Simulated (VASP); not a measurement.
Here is a VASP 6.6.1 calculation.

INCAR

```
SYSTEM = Ti
ALGO = Normal
EDIFF = 1E-7
ENCUT = 520
GGA = PS
ISIF = 2
ISMEAR = 0
LASPH = .True.
LCHARG = .False.
LREAL = .False.
LWAVE = .False.
NBANDS = 25
NELM = 80
PREC = Accurate
SIGMA = 0.15
```

KPOINTS

```
k-points
0
Gamma
  7 7 10
  0 0 0
```

POSCAR

```
Ti
1.0
    4.6902189831      0.0000000000      0.0000000000
   -2.3451094916      4.0618489341      0.0000000000
    0.0000000000      0.0000000000      2.8753081592
Ti
3
Direct
    0.0000000000      0.0000000000      0.0000000000
    0.3333333333      0.6666666667      0.5000000000
    0.6666666667      0.3333333333      0.5000000000
```

Potentials or basis: VASP PAW PBE potentials, release 64 (Ti_sv).

Launch:

```console
$ cat potpaw_PBE.64/Ti_sv/POTCAR > POTCAR
$ mpirun -np 1 vasp_std > vasp.out
```

**Question.** Predict the band gap on the k mesh.

**Answer.** Zero (band 18 reaches 7.72 eV, above the bottom of band 19 at 7.48 eV).

**Question.** What does it give for the pressure?

**Answer.** -10.4 GPa.

Stress tensor (GPa, compression positive):
```
-10.86   0.00   0.00
  0.00 -10.86   0.00
  0.00   0.00  -9.41
```

Caveat: the PAW data sets were made with another functional, which shifts forces and pressure a little.
